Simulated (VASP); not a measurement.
# HfSi15 (a cell with a defect) in VASP: a series of runs

HfSi15 (a cell with a defect) is run at these levels: PBE; tasks: single point, relaxation of the atoms.

All numbers are computed with VASP 6.6.1; they aren't measurements. Logs are shortened: lines on timing, memory, paths and dates and some standing lists are left out, and cuts for length are marked.

**1. The cell of the first run**

The cell holds a defect, 16 atoms: a = 7.736 Å, b = 7.736 Å, c = 7.736 Å, α = 60.00°, β = 60.00°, γ = 60.00°.

**2. Single point, PBE, collinear spin**

Input file INCAR:

```
PREC = Accurate ; ENCUT = 520
EDIFF = 1E-6 ; ISMEAR = 0
SIGMA = 0.01 ; LREAL = Auto
LASPH = True ; NELM = 150
ALGO = Normal ; ISIF = 2
LWAVE = False ; LCHARG = True
ISPIN = 2 ; MAGMOM = 0.2 0 0 0 0 0 0 0 0.2 0 0 0 0.2 0.2 0.2 0
LORBIT = 11 ; LMAXMIX = 4
GGA = PE ; LELF = True
LVHAR = True ; NBANDS = 53
NELECT = 69.0
```

Input file KPOINTS:

```
Automatic mesh
0
Gamma
  2 2 2
```

Input file POSCAR:

```
HfSi15
1.0
    0.0000000000      5.4700936587     -5.4700936587
    5.4700936587      5.4700936587      0.0000000000
    5.4700936587      0.0000000000     -5.4700936587
Hf Si
1 15
Direct
    0.3750000000      0.3750000000      0.3750000000
    0.3701632189      0.8798367811      0.3701632189
    0.8798367811      0.3701632189      0.3701632189
    0.8798367811      0.8798367811      0.3701632189
    0.3701632189      0.3701632189      0.8798367811
    0.3701632189      0.8798367811      0.8798367811
    0.8798367811      0.3701632189      0.8798367811
    0.8750000000      0.8750000000      0.8750000000
    0.5115077756      0.5115077756     -0.0345233268
    0.5037693556     -0.0012564519     -0.0012564519
    0.9987435481      0.5037693556     -0.0012564519
    0.9987435481     -0.0012564519     -0.0012564519
    0.5115077756      0.5115077756      0.5115077756
    0.5115077756     -0.0345233268      0.5115077756
    0.9654766732      0.5115077756      0.5115077756
    0.9987435481     -0.0012564519      0.5037693556
```

Potentials or basis: VASP PAW PBE potentials, release 64 (Hf_pv, Si).

The run is started by

```bash
cat potpaw_PBE.64/Hf_pv/POTCAR potpaw_PBE.64/Si/POTCAR > POTCAR
mpirun -np 1 vasp_std > vasp.out
```

OUTCAR:

```text
PREC = Accurate
   ENCUT = 520
   EDIFF = 1E-6
   ISMEAR = 0
   LREAL = Auto
   LASPH = True
   NELM = 150
   ISIF = 2
   ISPIN = 2
   LORBIT = 11
   GGA = PE
   NELECT = 69.0

 ion  position               nearest neighbor table
   1  0.375  0.375  0.375-   9 2.59  14 2.59  15 2.59  13 2.59
   2  0.370  0.880  0.370-  13 2.34  14 2.34  10 2.35  16 2.35
   3  0.880  0.370  0.370-  13 2.34  15 2.34  11 2.35  16 2.35
   4  0.880  0.880  0.370-  14 2.34  15 2.34  16 2.35  12 2.35
   5  0.370  0.370  0.880-  13 2.34   9 2.34  11 2.35  10 2.35
   6  0.370  0.880  0.880-   9 2.34  14 2.34  10 2.35  12 2.35
[... 8 lines left out ...]
  15  0.965  0.512  0.512-   4 2.34   7 2.34   3 2.34   1 2.59
  16  0.999  0.999  0.504-   8 2.34   4 2.35   2 2.35   3 2.35

  LATTYP: Found a face centered cubic cell.
 ALAT       =    10.9401873174

  Lattice vectors:

 A1 = (   0.0000000000,   5.4700936587,  -5.4700936587)
 A2 = (   5.4700936587,   5.4700936587,   0.0000000000)
 A3 = (   5.4700936587,   0.0000000000,  -5.4700936587)

Analysis of symmetry for initial positions (statically):
=====================================================================
 Subroutine PRICEL returns:
 Original cell was already a primitive cell.

 Routine SETGRP: Setting up the symmetry group for a
 face centered cubic supercell.

 Subroutine GETGRP returns: Found 24 space group operations
 (whereof  6 operations were pure point group operations)
 out of a pool of 48 trial point group operations.

The static configuration has the point symmetry C_3v.
 The point group associated with its full space group is T_d .

Analysis of symmetry for dynamics (positions and initial velocities):
=====================================================================
 Subroutine PRICEL returns:
 Original cell was already a primitive cell.

 Routine SETGRP: Setting up the symmetry group for a
 face centered cubic supercell.

 Subroutine GETGRP returns: Found 24 space group operations
 (whereof  6 operations were pure point group operations)
 out of a pool of 48 trial point group operations.

The dynamic configuration has the point symmetry C_3v.
 The point group associated with its full space group is T_d .

Analysis of structural, dynamic, and magnetic symmetry:
=====================================================================
 Subroutine PRICEL returns:
 Original cell was already a primitive cell.

 Routine SETGRP: Setting up the symmetry group for a
 face centered cubic supercell.

 Subroutine GETGRP returns: Found 24 space group operations
 (whereof  6 operations were pure point group operations)
 out of a pool of 48 trial point group operations.

The overall configuration has the point symmetry C_3v.
 The point group associated with its full space group is T_d .

 Subroutine INISYM returns: Found 24 space group operations
 (whereof  6 operations are pure point group operations),
 and found     1 'primitive' translations

----------------------------------------------------------------------------------------

                                     Primitive cell

  volume of cell :     327.3515

  direct lattice vectors                    reciprocal lattice vectors
     0.000000000  5.470093659 -5.470093659    -0.091406113  0.091406113 -0.091406113
     5.470093659  5.470093659  0.000000000     0.091406113  0.091406113  0.091406113
     5.470093659  0.000000000 -5.470093659     0.091406113 -0.091406113 -0.091406113

  length of vectors
     7.735880640  7.735880640  7.735880640     0.158320032  0.158320032  0.158320032

  position of ions in fractional coordinates (direct lattice)
     0.375000000  0.375000000  0.375000000
     0.370163219  0.879836781  0.370163219
     0.879836781  0.370163219  0.370163219
     0.879836781  0.879836781  0.370163219
     0.370163219  0.370163219  0.879836781
     0.370163219  0.879836781  0.879836781
[... 8 lines left out ...]
     0.965476673  0.511507776  0.511507776
     0.998743548  0.998743548  0.503769356

  ion indices of the primitive-cell ions
   primitive index   ion index
                 1           1
                 2           2
                 3           3
                 4           4
                 5           5
                 6           6
[... 8 lines left out ...]
                15          15
                16          16

----------------------------------------------------------------------------------------

 KPOINTS: Automatic mesh

Automatic generation of k-mesh.
 Grid dimensions read from file:
 generate k-points for:    2    2    2

 Generating k-lattice:

  Cartesian coordinates                     Fractional coordinates (reciprocal lattice)
    -0.045703057  0.045703057 -0.045703057     0.500000000  0.000000000  0.000000000
     0.045703057  0.045703057  0.045703057     0.000000000  0.500000000  0.000000000
     0.045703057 -0.045703057 -0.045703057     0.000000000  0.000000000  0.500000000

  Length of vectors
[... 90 lines left out ...]

 k-point     1 :       0.0000    0.0000    0.0000
  band No.  band energies     occupation
      1     -25.2425      1.00000
      2     -25.2425      1.00000
      3     -25.2425      1.00000
      4      -6.1784      1.00000
      5      -4.0335      1.00000
      6      -4.0335      1.00000
[... 38 lines left out ...]
     45       7.7725      0.00000
     46       7.7725      0.00000

 k-point     2 :       0.5000    0.0000    0.0000
  band No.  band energies     occupation
      1     -25.2425      1.00000
      2     -25.2425      1.00000
      3     -25.2425      1.00000
      4      -5.5202      1.00000
      5      -5.2925      1.00000
      6      -3.6744      1.00000
[... 38 lines left out ...]
     45       7.9346      0.00000
     46       8.8443      0.00000

 k-point     3 :       0.5000    0.5000    0.0000
  band No.  band energies     occupation
      1     -25.2426      1.00000
      2     -25.2425      1.00000
      3     -25.2425      1.00000
      4      -5.2731      1.00000
      5      -5.0247      1.00000
      6      -4.4132      1.00000
[... 38 lines left out ...]
     45       8.3056      0.00000
     46       8.3449      0.00000
 Fermi energy:         5.5761621531

 spin component 2

 k-point     1 :       0.0000    0.0000    0.0000
  band No.  band energies     occupation
      1     -25.1794      1.00000
      2     -25.1794      1.00000
      3     -25.1794      1.00000
      4      -6.1592      1.00000
      5      -4.0118      1.00000
      6      -4.0118      1.00000
[... 38 lines left out ...]
     45       7.7938      0.00000
     46       7.7938      0.00000

 k-point     2 :       0.5000    0.0000    0.0000
  band No.  band energies     occupation
      1     -25.1795      1.00000
      2     -25.1794      1.00000
      3     -25.1794      1.00000
      4      -5.5035      1.00000
      5      -5.2697      1.00000
      6      -3.6575      1.00000
[... 38 lines left out ...]
     45       7.9753      0.00000
     46       8.8641      0.00000

 k-point     3 :       0.5000    0.5000    0.0000
  band No.  band energies     occupation
      1     -25.1795      1.00000
      2     -25.1795      1.00000
      3     -25.1795      1.00000
      4      -5.2494      1.00000
      5      -5.0143      1.00000
      6      -4.3912      1.00000
[... 38 lines left out ...]
     45       8.3264      0.00000
     46       8.3484      0.00000
 [bands above 46 left out]

------------------------ aborting loop because EDIFF is reached ----------------------------------------

  FORCE on cell =-STRESS in cart. coord.  units (eV):
  Direction    XX          YY          ZZ          XY          YZ          ZX
  --------------------------------------------------------------------------------------
  -------------------------------------------------------------------------------------
  Total       -2.3979922     -2.3979922     -2.3979922     -0.0000000      0.0000000      0.0000000
  in kB      -11.7366474    -11.7366474    -11.7366474     -0.0000000      0.0000000      0.0000000
  external PRESSURE =     -11.7366474 kB  Pullay stress =       0.0000000 kB

 VOLUME and BASIS-vectors are now :
 -----------------------------------------------------------------------------
  energy-cutoff  :      520.00
  volume of cell :      327.35
      direct lattice vectors                 reciprocal lattice vectors
     0.000000000  5.470093659 -5.470093659    -0.091406113  0.091406113 -0.091406113
     5.470093659  5.470093659  0.000000000     0.091406113  0.091406113  0.091406113
     5.470093659  0.000000000 -5.470093659     0.091406113 -0.091406113 -0.091406113

 POSITION                                       TOTAL-FORCE (eV/Angst)
 -----------------------------------------------------------------------------------
      4.10257      4.10257     -4.10257         0.000000      0.000000     -0.000000
      6.83762      6.83762     -4.04965         0.000000      0.000000     -0.011410
      4.04965      6.83762     -6.83762         0.011410      0.000000     -0.000000
      6.83762      9.62558     -6.83762         0.000000     -0.011410     -0.000000
      6.83762      4.04965     -6.83762         0.000000      0.011410     -0.000000
      9.62558      6.83762     -6.83762        -0.011410      0.000000     -0.000000
[... 8 lines left out ...]
      5.59599      8.07924     -8.07924         0.007325     -0.007325      0.007325
      8.21889     10.92644     -8.21889        -0.009760      0.009760      0.009760
 -----------------------------------------------------------------------------------
    total drift:                               -0.000000     -0.000000      0.000000

  FREE ENERGIE OF THE ION-ELECTRON SYSTEM (eV)
  ---------------------------------------------------
  free  energy   TOTEN  =       -93.2144246023 eV

  energy  without entropy=      -93.2124963233  energy(sigma->0) =      -93.21346046

 total charge

# of ion       s       p       d       tot
------------------------------------------
    1        0.416   6.270   1.556   8.242
    2        0.741   0.929   0.000   1.670
    3        0.741   0.929   0.000   1.670
    4        0.741   0.929   0.000   1.670
    5        0.741   0.929   0.000   1.670
    6        0.741   0.929   0.000   1.670
[... 8 lines left out ...]
   15        0.765   0.945   0.000   1.711
   16        0.738   0.939   0.000   1.677
--------------------------------------------------
tot         11.609  20.328   1.556  33.493

 magnetization (x)

# of ion       s       p       d       tot
------------------------------------------
    1        0.002   0.039   0.105   0.145
    2       -0.000   0.003   0.000   0.003
    3       -0.000   0.003   0.000   0.003
    4       -0.000   0.003   0.000   0.003
    5       -0.000   0.003   0.000   0.003
    6       -0.000   0.003   0.000   0.003
[... 8 lines left out ...]
   15        0.001   0.033   0.000   0.034
   16        0.000   0.002   0.000   0.002
--------------------------------------------------
tot          0.004   0.198   0.105   0.306
```

It took 4.1 min on 1 thread of Intel Xeon 6975P-C, shared host; peak memory 0.65 GiB.

What came out:

- Free energy: -93.2144 eV
- Largest force: 0.017 eV/Å
- Net moment: 0.50 μB per cell
- Site moments: Hf +0.14; Si +0.00, -0.00, +0.03 μB
- Valence electrons inside the program's atomic spheres: Hf 8.24; Si 1.67, 1.68, 1.71

Forces on the atoms (eV/Å):
```
Hf   0.000  0.000  0.000
Si   0.000  0.000 -0.011
Si   0.011  0.000  0.000
Si   0.000 -0.011  0.000
Si   0.000  0.011  0.000
Si  -0.011  0.000  0.000
Si   0.000  0.000  0.011
Si   0.000  0.000  0.000
Si  -0.007  0.007  0.007
Si   0.010 -0.010  0.010
Si  -0.010 -0.010 -0.010
Si   0.010  0.010 -0.010
Si   0.007  0.007 -0.007
Si  -0.007 -0.007 -0.007
Si   0.007 -0.007  0.007
Si  -0.010  0.010  0.010
```

Caveat: the k points lie up to 0.50 Å⁻¹ apart; the cell carries a net charge on a neutralising background, which shifts energy and pressure; the cell is charged against a uniform background, so pressure and absolute levels hang on convention; spin-orbit coupling is left out, which moves the levels of the heavy elements.

**3. Single point, PBE, collinear spin**

Input file INCAR:

```
  ALGO = Normal
  EDIFF = 1E-6
  ENCUT = 520
  GGA = PE
  ISIF = 2
  ISMEAR = 0
  ISPIN = 2
  LASPH = T
  LCHARG = F
  LMAXMIX = 4
  LORBIT = 11
  LREAL = Auto
  LWAVE = F
  MAGMOM = 0.2 0 0 0 0 0 0 0 0.2 0 0 0 0.2 0.2 0.2 0
  NBANDS = 53
  NELECT = 71.0
  NELM = 150
  PREC = Accurate
  SIGMA = 0.01
```

Input file KPOINTS:

```
k-points
0
Gamma
  2 2 2
```

Input file POSCAR:

```
HfSi15
1.0
    0.0000000000      5.4700936587     -5.4700936587
    5.4700936587      5.4700936587      0.0000000000
    5.4700936587      0.0000000000     -5.4700936587
Hf Si
1 15
Direct
    0.3750000000      0.3750000000      0.3750000000
    0.3730676999      0.8769323001      0.3730676999
    0.8769323001      0.3730676999      0.3730676999
    0.8769323001      0.8769323001      0.3730676999
    0.3730676999      0.3730676999      0.8769323001
    0.3730676999      0.8769323001      0.8769323001
    0.8769323001      0.3730676999      0.8769323001
    0.8750000000      0.8750000000      0.8750000000
    0.5085636849      0.5085636849     -0.0256910548
    0.5002006418     -0.0000668806     -0.0000668806
    0.9999331194      0.5002006418     -0.0000668806
    0.9999331194     -0.0000668806     -0.0000668806
    0.5085636849      0.5085636849      0.5085636849
    0.5085636849     -0.0256910548      0.5085636849
    0.9743089452      0.5085636849      0.5085636849
    0.9999331194     -0.0000668806      0.5002006418
```

Potentials or basis: VASP PAW PBE potentials, release 64 (Hf_pv, Si).

The run is started by

```bash
cat potpaw_PBE.64/Hf_pv/POTCAR potpaw_PBE.64/Si/POTCAR > POTCAR
mpirun -np 1 vasp_std > vasp.out
```

Wall time 4.2 min (1 thread of Intel Xeon 6975P-C, shared host); peak memory 0.66 GiB.

Results (log left out):

- Free energy: -81.5308 eV
- Largest force: 0.015 eV/Å
- Net moment: 0.25 μB per cell
- Valence electrons inside the program's atomic spheres: Hf 8.50; Si 1.70, 1.77, 1.69

Forces in eV/Å, atoms in the order of the input:
```
Hf   0.000  0.000  0.000
Si   0.000  0.000 -0.004
Si   0.004  0.000  0.000
Si   0.000 -0.004  0.000
Si   0.000  0.004  0.000
Si  -0.004  0.000  0.000
Si   0.000  0.000  0.004
Si   0.000  0.000  0.000
Si  -0.009  0.009  0.009
Si   0.001 -0.001  0.001
Si  -0.001 -0.001 -0.001
Si   0.001  0.001 -0.001
Si   0.009  0.009 -0.009
Si  -0.009 -0.009 -0.009
Si   0.009 -0.009  0.009
Si  -0.001  0.001  0.001
```

Levels at points of the mesh, in eV from the Fermi level:
Spin up:
```csv
k point,band 31,band 32,band 33,band 34,band 35,band 36,band 37,band 38,band 39,band 40
"(0.00, 0.00, 0.00)",-1.79,-1.79,-1.26,-1.26,-1.26,-0.78,-0.78,-0.28,0.00,0.00
"(0.50, 0.00, 0.00)",-1.93,-1.88,-1.88,-1.15,-1.15,0.35,0.38,0.38,0.49,0.49
"(0.50, 0.50, 0.00)",-2.48,-2.45,-2.33,-0.78,-0.78,0.19,0.22,0.65,0.92,1.36
```
Spin down:
```csv
k point,band 33,band 34,band 35,band 36,band 37,band 38
"(0.00, 0.00, 0.00)",-1.26,-1.26,-1.26,-0.77,-0.77,-0.27
"(0.50, 0.00, 0.00)",-1.87,-1.14,-1.14,0.37,0.40,0.40
"(0.50, 0.50, 0.00)",-2.32,-0.77,-0.77,0.20,0.25,0.66
```

Caveat: the k points lie up to 0.50 Å⁻¹ apart; the cell carries a net charge on a neutralising background, which shifts energy and pressure; the cell is charged against a uniform background, so pressure and absolute levels hang on convention; spin-orbit coupling is left out, which moves the levels of the heavy elements.

**4. Relaxation of the atoms, PBE**

Input file INCAR:

```
PREC = Accurate
ENCUT = 520
EDIFF = 1E-7
ISMEAR = 0
SIGMA = 0.01
LREAL = Auto
LASPH = True
NELM = 100
ALGO = Normal
ISIF = 2
LWAVE = False
LCHARG = False
GGA = PE
IBRION = 2
NSW = 65
EDIFFG = -0.025
```

Input file KPOINTS:

```
Automatic mesh
0
Gamma
  2 2 2
```

Input file POSCAR:

```
HfSi15
1.0
    0.0000000000      5.4700936587     -5.4700936587
    5.4700936587      5.4700936587      0.0000000000
    5.4700936587      0.0000000000     -5.4700936587
Hf Si
1 15
Direct
    0.3750000000      0.3750000000      0.3750000000
    0.3750000000      0.8750000000      0.3750000000
    0.8750000000      0.3750000000      0.3750000000
    0.8750000000      0.8750000000      0.3750000000
    0.3750000000      0.3750000000      0.8750000000
    0.3750000000      0.8750000000      0.8750000000
    0.8750000000      0.3750000000      0.8750000000
    0.8750000000      0.8750000000      0.8750000000
    0.5000000000      0.5000000000      0.0000000000
    0.5000000000      0.0000000000      0.0000000000
    1.0000000000      0.5000000000      0.0000000000
    1.0000000000      0.0000000000      0.0000000000
    0.5000000000      0.5000000000      0.5000000000
    0.5000000000      0.0000000000      0.5000000000
    1.0000000000      0.5000000000      0.5000000000
    1.0000000000      0.0000000000      0.5000000000
```

The run is started by

```bash
cat potpaw_PBE.64/Hf_pv/POTCAR potpaw_PBE.64/Si/POTCAR > POTCAR
mpirun -np 1 vasp_std > vasp.out
```

Wall time 5.6 min (1 thread of Intel Xeon 6975P-C, shared host); peak memory 0.53 GiB.

Results (log left out):

- Free energy: -87.5388 eV
- Energy gained by relaxing: 66.1 meV/atom
- Ionic steps: 5
- Pressure after relaxing: 4.2 GPa
- Largest force after relaxing: 0.017 eV/Å
- Band gap on the k mesh: 0.03 eV

Forces on the atoms (eV/Å):
```
Hf   0.000  0.000  0.000
Si   0.000  0.000 -0.001
Si   0.001  0.000  0.000
Si   0.000 -0.001  0.000
Si   0.000  0.001  0.000
Si  -0.001  0.000  0.000
Si   0.000  0.000  0.001
Si   0.000  0.000  0.000
Si  -0.010  0.010  0.010
Si  -0.007  0.007 -0.007
Si   0.007  0.007  0.007
Si  -0.007 -0.007  0.007
Si   0.010  0.010 -0.010
Si  -0.010 -0.010 -0.010
Si   0.010 -0.010  0.010
Si   0.007 -0.007 -0.007
```

Step by step:
```csv
step,energy change (eV),largest force (eV/Å),pressure (GPa)
1,0.0000,3.2656,6.07
2,-1.0408,0.2232,4.40
3,-1.0451,0.2328,4.30
4,-1.0563,0.0522,4.21
5,-1.0570,0.0169,4.17
```

Final structure:
```xyz
16
Lattice="0.0000 5.4701 -5.4701 5.4701 5.4701 0.0000 5.4701 0.0000 -5.4701" Properties=species:S:1:pos:R:3 pbc="T T T"
Hf    4.1026    4.1026   -4.1026
Si    6.8376    6.8376   -4.0804
Si    4.0804    6.8376   -6.8376
Si    6.8376    9.5949   -6.8376
Si    6.8376    4.0804   -6.8376
Si    9.5949    6.8376   -6.8376
Si    6.8376    6.8376   -9.5949
Si    9.5727    9.5727   -9.5727
Si    8.1072    5.5681   -8.1072
Si   10.9360    8.2093   -8.2093
Si    8.2093    8.2093  -10.9360
Si   10.9360   10.9360  -10.9360
Si    5.5681    5.5681   -5.5681
Si    8.1072    8.1072   -5.5681
Si    5.5681    8.1072   -8.1072
Si    8.2093   10.9360   -8.2093
```

Levels at points of the mesh, in eV from the valence-band top:
```
           k point  band 32  band 33  band 34  band 35  band 36  band 37  band 38  band 39
(0.00, 0.00, 0.00)    -1.01    -0.48    -0.48    -0.48     0.03     0.03     0.56     0.84
(0.50, 0.00, 0.00)    -1.09    -1.09    -0.37    -0.37     1.18     1.18     1.18     1.33
(0.50, 0.50, 0.00)    -1.65    -1.52     0.00     0.00     1.00     1.05     1.42     1.72
```

Caveat: the k points lie up to 0.50 Å⁻¹ apart; spin-orbit coupling is left out, which moves the levels of the heavy elements.
